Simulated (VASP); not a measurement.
# Ag (P6_3/mmc) in VASP: further runs

Runs on Ag. Level: LDA. Tasks: single point.

All numbers are computed with VASP 6.6.1; they aren't measurements. Logs are shortened: lines on timing, memory, paths and dates and some standing lists are left out, and cuts for length are marked.

## Step 1: The cell of the first run

Symmetry: P6_3/mmc, No. 194, hexagonal system. The conventional cell has a = 2.719 Å, b = 2.719 Å, c = 4.416 Å, α = 90.00°, β = 90.00°, γ = 120.00°. Within 3.6 Å of Ag (site symmetry -6m2) lie 12 Ag at 2.71 to 2.72 Å.

## Step 2: Single point, LDA (volume scaled by 0.88)

Input file INCAR:

```
PREC = Accurate ; ENCUT = 520
EDIFF = 1E-7 ; ISMEAR = -1
SIGMA = 0.1 ; LREAL = False
LASPH = True ; NELM = 60
ALGO = Normal ; ISIF = 2
LWAVE = False ; LCHARG = False
NBANDS = 18
```

Input file KPOINTS:

```
Automatic mesh
0
Gamma
  14 14 8
```

Input file POSCAR:

```
Ag
1.0
    2.7190162873      0.0000000000      0.0000000000
   -1.3595081437      2.3547371781      0.0000000000
    0.0000000000      0.0000000000      4.4160092584
Ag
2
Direct
    0.3333333333      0.6666666667      0.2500000000
    0.6666666667      0.3333333333      0.7500000000
```

Potentials or basis: VASP PAW LDA potentials, release 64 (Ag).

Run with:

```sh
$ cat potpaw_LDA.64/Ag/POTCAR > POTCAR
$ mpirun -np 1 vasp_std > vasp.out
```

OUTCAR:

```text
PREC = Accurate
   ENCUT = 520
   EDIFF = 1E-7
   ISMEAR = -1
   LREAL = False
   LASPH = True
   NELM = 60
   ISIF = 2

 ion  position               nearest neighbor table
   1  0.333  0.667  0.250-   2 2.71   2 2.71   2 2.71   2 2.71   2 2.71   2 2.71
   2  0.667  0.333  0.750-   1 2.71   1 2.71   1 2.71   1 2.71   1 2.71   1 2.71

  LATTYP: Found a hexagonal cell.
 ALAT       =     2.7190162873
 C/A-ratio  =     1.6241201934

  Lattice vectors:

 A1 = (   2.7190162873,   0.0000000000,   0.0000000000)
 A2 = (  -1.3595081437,   2.3547371781,   0.0000000000)
 A3 = (   0.0000000000,   0.0000000000,   4.4160092584)

Analysis of symmetry for initial positions (statically):
=====================================================================
 Subroutine PRICEL returns:
 Original cell was already a primitive cell.

 Routine SETGRP: Setting up the symmetry group for a
 hexagonal supercell.

 Subroutine GETGRP returns: Found 24 space group operations
 (whereof 12 operations were pure point group operations)
 out of a pool of 24 trial point group operations.

The static configuration has the point symmetry D_3d.
 The point group associated with its full space group is D_6h.

Analysis of symmetry for dynamics (positions and initial velocities):
=====================================================================
 Subroutine PRICEL returns:
 Original cell was already a primitive cell.

 Routine SETGRP: Setting up the symmetry group for a
 hexagonal supercell.

 Subroutine GETGRP returns: Found 24 space group operations
 (whereof 12 operations were pure point group operations)
 out of a pool of 24 trial point group operations.

The dynamic configuration has the point symmetry D_3d.
 The point group associated with its full space group is D_6h.

 Subroutine INISYM returns: Found 24 space group operations
 (whereof 12 operations are pure point group operations),
 and found     1 'primitive' translations

----------------------------------------------------------------------------------------

                                     Primitive cell

  volume of cell :      28.2738

  direct lattice vectors                    reciprocal lattice vectors
     2.719016287  0.000000000  0.000000000     0.367780070  0.212337922  0.000000000
    -1.359508144  2.354737178  0.000000000     0.000000000  0.424675845  0.000000000
     0.000000000  0.000000000  4.416009258     0.000000000  0.000000000  0.226448801

  length of vectors
     2.719016287  2.719016287  4.416009258     0.424675845  0.424675845  0.226448801

  position of ions in fractional coordinates (direct lattice)
     0.333333333  0.666666667  0.250000000
     0.666666667  0.333333333  0.750000000

  ion indices of the primitive-cell ions
   primitive index   ion index
                 1           1
                 2           2

----------------------------------------------------------------------------------------

 KPOINTS: Automatic mesh

Automatic generation of k-mesh.
 Grid dimensions read from file:
 generate k-points for:   14   14    8

 Generating k-lattice:

  Cartesian coordinates                     Fractional coordinates (reciprocal lattice)
     0.026270005  0.015166994  0.000000000     0.071428571  0.000000000  0.000000000
     0.000000000  0.030333989  0.000000000     0.000000000  0.071428571  0.000000000
     0.000000000  0.000000000  0.028306100     0.000000000  0.000000000  0.125000000

  Length of vectors
     0.030333989  0.030333989  0.028306100

  Shift w.r.t. Gamma in fractional coordinates (k-lattice)
     0.000000000  0.000000000  0.000000000

 Subroutine IBZKPT returns following result:
 ===========================================

 Found    120 irreducible k-points:

 Following reciprocal coordinates:
            Coordinates               Weight
  0.000000  0.000000  0.000000      1.000000
  0.071429  0.000000  0.000000      6.000000
  0.142857  0.000000  0.000000      6.000000
  0.214286  0.000000  0.000000      6.000000
  0.285714  0.000000  0.000000      6.000000
  0.357143  0.000000  0.000000      6.000000
[... 16 lines left out ...]
  0.285714  0.285714  0.000000      6.000000
  0.357143  0.285714  0.000000      6.000000
 [... further k-points ...]
   k-points           NKPTS =    120   k-points in BZ     NKDIM =    120   number of bands    NBANDS=     18
   number of dos      NEDOS =    301   number of ions     NIONS =      2
   total plane-waves  NPLWV =  14400
   dimension x,y,z NGX =    20 NGY =   20 NGZ =   36
   dimension x,y,z NGXF=    40 NGYF=   40 NGZF=   72
   ions per type =               2
   NGX,Y,Z   is equivalent  to a cutoff of  12.23, 12.23, 13.55 a.u.
   NGXF,Y,Z  is equivalent  to a cutoff of  24.46, 24.46, 27.11 a.u.
 SYSTEM =  unknown system
   PREC   = accura    normal or accurate (medium, high low for compatibility)
   ISTART =      0    job   : 0-new  1-cont  2-samecut
   ICHARG =      2    charge: 1-file 2-atom 10-const
   ISPIN  =      1    spin polarized calculation?
   LNONCOLLINEAR =      F non collinear calculations
   LSORBIT =      F    spin-orbit coupling
   LASPH  =      T    aspherical Exc in radial PAW
   ENCUT  =  520.0 eV  38.22 Ry    6.18 a.u.   5.06  5.06  8.21*2*pi/ulx,y,z
   NELM   =     60;   NELMIN=  2; NELMDL= -5     # of ELM steps
   EDIFF  = 0.1E-06   stopping-criterion for ELM
   LREAL  =      F    real-space projection
   EDIFFG = 0.1E-05   stopping-criterion for IOM
   NSW    =      0    number of steps for IOM
   IBRION =     -1    ionic relax: 0-MD 1-quasi-New 2-CG
   NFREE  =      0    steps in history (QN), initial steepest desc. (CG)
   ISIF   =      2    stress and relaxation
   ISYM   =      2    0-nonsym 1-usesym 2-fastsym
   POTIM  = 0.5000    time-step for ionic-motion
   TEBEG  =    0.0;   TEEND  =   0.0 temperature during run
   PSTRESS=    0.0 pullay stress
   NELECT =      22.0000    total number of electrons
   NUPDOWN=      -1.0000    fix difference up-down
   EMIN   =  10.00;   EMAX   =-10.00  energy-range for DOS
   EFERMI =   0.00;   METHOD = LEGACY
   ISMEAR =    -1;   SIGMA  =   0.10  broadening in eV -4-tet -1-fermi 0-gaus
   EFERMI_NEDOS =   21; number of points for ismear=-14 and -15
   IALGO  =     38    algorithm
   IMIX   =      4    mixing-type and parameters
     AMIX     =   0.40;   BMIX     =  1.00
     AMIX_MAG =   1.60;   BMIX_MAG =  1.00
  volume/ion in A,a.u.               =      14.14        95.40
  Fermi-wavevector in a.u.,A,eV,Ry     =   1.505755  2.845464 30.848464  2.267298
  Thomas-Fermi vector in A             =   2.616562
   LORBIT       =      0    0 simple, 1 ext, 2 COOP (PROOUT), +10 PAW based schemes
   GGA     = CA    functional components
   LHFCALC =     F    Hartree Fock is set to
   AEXX    =    0.0000 exact exchange contribution
   IVDW    =     0    specifies the selected vdW correction
   LEPSILON=     F    determine dielectric tensor
   LRPA    =     F    only Hartree local field effects (RPA)
 non-spin polarized calculation
  energy-cutoff  :      520.00
  volume of cell :       28.27
 maximum number of plane-waves:       776
   NGX = 11   NGY = 11   NGZ = 17

 number of electron      22.0000000 magnetization

 Free energy of the ion-electron system (eV)
  ---------------------------------------------------
  ext. energy  EPLUGINS =         0.00000000
  ---------------------------------------------------
  free energy    TOTEN  =        -7.28939968 eV

  energy without entropy =       -7.26734363  energy(sigma->0) =       -7.27837165

 E-fermi :  11.0512     XC(G=0): -13.7189

 val. band max:       11.0284388856   @ k =   0.2857   0.2143   0.2500
 cond. band min:      11.0946367199   @ k =   0.5000   0.0000   0.1250
 fundamental gap:      0.0661978343
 Fermi energy:        11.0512287040

 k-point     1 :       0.0000    0.0000    0.0000
  band No.  band energies     occupation
      1       1.7646      2.00000
      2       3.3328      2.00000
      3       5.5393      2.00000
      4       5.6306      2.00000
      5       5.6306      2.00000
      6       5.9806      2.00000
[... 10 lines left out ...]
     17      31.4747      0.00000
     18      31.4747      0.00000

 k-point     2 :       0.0714    0.0000    0.0000
  band No.  band energies     occupation
      1       1.9294      2.00000
      2       3.4384      2.00000
      3       5.3833      2.00000
      4       5.7329      2.00000
      5       5.7730      2.00000
      6       5.9398      2.00000
[... 10 lines left out ...]
     17      30.3283      0.00000
     18      30.9540      0.00000

 k-point     3 :       0.1429    0.0000    0.0000
  band No.  band energies     occupation
      1       2.3965      2.00000
      2       3.7042      2.00000
      3       5.1682      2.00000
      4       5.7896      2.00000
      5       5.9510      2.00000
      6       6.0285      2.00000
[... 10 lines left out ...]
     17      29.8531      0.00000
     18      30.5535      0.00000

 k-point     4 :       0.2143    0.0000    0.0000
  band No.  band energies     occupation
      1       3.0542      2.00000
      2       3.9315      2.00000
      3       5.0831      2.00000
      4       5.3191      2.00000
      5       5.7015      2.00000
      6       6.0011      2.00000
[... 375 lines left out ...]
      4       5.3735      2.00000
      5       5.5834      2.00000
      6       5.7731      2.00000
[... 10 lines left out ...]
     17      23.5927      0.00000
     18      25.6822      0.00000

 k-point    23 :       0.2857    0.2857    0.0000
  band No.  band energies     occupation
      1       3.9308      2.00000
      2       4.4576      2.00000
      3       4.5749      2.00000
      4       5.2512      2.00000
      5       5.3609      2.00000
      6       5.7395      2.00000
[... 10 lines left out ...]
     17      24.5039      0.00000
     18      24.5711      0.00000

 k-point    24 :       0.3571    0.2857    0.0000
  band No.  band energies     occupation
      1       3.8937      2.00000
      2       4.5292      2.00000
      3       4.6243      2.00000
      4       5.2278      2.00000
      5       5.4312      2.00000
      6       5.6030      2.00000
[... 10 lines left out ...]
     17      23.1700      0.00000
     18      24.3477      0.00000

 [... further k-points ...]

------------------------ aborting loop because EDIFF is reached ----------------------------------------

  FORCE on cell =-STRESS in cart. coord.  units (eV):
  Direction    XX          YY          ZZ          XY          YZ          ZX
  --------------------------------------------------------------------------------------
  -------------------------------------------------------------------------------------
  Total        4.3038936      4.3038936      4.6504153     -0.0000000      0.0000000      0.0000000
  in kB      243.8865680    243.8865680    263.5227391     -0.0000000      0.0000000      0.0000000
  external PRESSURE =     250.4319584 kB  Pullay stress =       0.0000000 kB

 VOLUME and BASIS-vectors are now :
 -----------------------------------------------------------------------------
  energy-cutoff  :      520.00
  volume of cell :       28.27
      direct lattice vectors                 reciprocal lattice vectors
     2.719016287  0.000000000  0.000000000     0.367780070  0.212337922  0.000000000
    -1.359508144  2.354737178  0.000000000     0.000000000  0.424675845  0.000000000
     0.000000000  0.000000000  4.416009258     0.000000000  0.000000000  0.226448801

 POSITION                                       TOTAL-FORCE (eV/Angst)
 -----------------------------------------------------------------------------------
     -0.00000      1.56982      1.10400         0.000000     -0.000000      0.000000
      1.35951      0.78491      3.31201        -0.000000      0.000000      0.000000
 -----------------------------------------------------------------------------------
    total drift:                               -0.000000      0.000000     -0.000000

  FREE ENERGIE OF THE ION-ELECTRON SYSTEM (eV)
  ---------------------------------------------------
  free  energy   TOTEN  =        -7.2893996762 eV

  energy  without entropy=       -7.2673436326  energy(sigma->0) =       -7.27837165
```

Run time: 26 s. Hardware: 1 thread of Intel Xeon Platinum 8488C (Sapphire Rapids), shared host; peak memory 0.16 GiB.

Results:

| Property | Result |
| --- | --- |
| Free energy | -7.2894 eV |
| Pressure | 25.0 GPa |
| Band gap on the k mesh | zero (band 11 reaches 15.25 eV, above the bottom of band 12 at 7.45 eV) |

(Part 1 of 2 ends here.)
